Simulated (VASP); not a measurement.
Runs of VASP 6.6.1 on LiBPt. The structure is that of space group P4/mmm (No. 123), or close to it. The cells are those of the table. The cell was built from a structure type or drawn by symmetry, and may not be a known phase.

| task | cell | k mesh | cutoff (eV) | gap on the mesh (eV) | pressure (GPa) | relaxed volume (Å³/atom) |
| --- | --- | --- | --- | --- | --- | --- |
| single point | a = 3.566, b = 3.566, c = 4.015 Å, 3 atoms | 6 × 6 × 6 | 520 | none | - | - |
| single point | a = 3.558, b = 3.558, c = 4.011 Å, 3 atoms | 14 × 14 × 12 | 520 | none | - | - |
| relaxation of cell and atoms | relaxed from a = 3.566, b = 3.566, c = 4.015 Å, 3 atoms | 14 × 14 × 12 | 600 | none | 0.0 | 16.88 |
| single point | a = 3.096, b = 3.096, c = 3.265 Å, 3 atoms | 6 × 6 × 6 | 520 | none | - | - |
| relaxation of cell and atoms | relaxed from a = 3.096, b = 3.096, c = 3.265 Å, 3 atoms | 6 × 6 × 6 | 600 | none | 0.0 | (a) |

Alike in all rows: level PBE; potentials or basis VASP PAW PBE potentials, release 64 (Li_sv, B, Pt); no spin polarisation; smearing gaussian 0.1 eV.

Question: Fill in the values left out.

Answer: (a) 16.79.

Caveats: the cutoff is under 1.25 times the usual one of these potentials, so pressure, stress and relaxed cells hold a basis-set (Pulay) error; spin-orbit coupling is left out, which moves the levels of the heavy elements; the volume moved by over 15 % at a fixed basis, so the end points are rough (at least some runs).

A k mesh can miss the band edges, and the runs leave out spin-orbit coupling on Pt.

A gap of «none» marks levels without a gap at the run's occupations.
